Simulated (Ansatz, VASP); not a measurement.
# Cu in VASP and in Ansatz

```xyz
1
Lattice="2.4603 0.0000 0.0000 0.0000 2.4603 0.0000 0.0000 0.0000 2.4603" Properties=species:S:1:pos:R:3 pbc="T T T"
Cu    0.0000    0.0000    0.0000
```

Alike in both runs: task single point; functional r2SCAN; k mesh 15 × 15 × 15; occupations fermi-dirac, width 0.1 eV; no spin polarisation.

|  | VASP | Ansatz |
| --- | --- | --- |
| version | VASP 6.6.1 | Ansatz 0.2.0 |
| potentials or method | VASP PAW PBE potentials, release 64 (Cu), cutoff 520 eV | plane waves (500 eV) with PAW, scalar-relativistic |
| valence electrons in the cell | 11 | 19 |

Ansatz gave:

- pressure (GPa): -10.1

Q: What did VASP give for the same quantities?

A: Pressure (GPa): -9.8.

VASP's potentials were made for PBE, not for r2SCAN. With one functional, cell and mesh, what is left measures potentials, basis and numerics. VASP's potentials hold 11 valence electrons a cell and Ansatz's 19, so a difference there can come from the potentials and not from the codes.
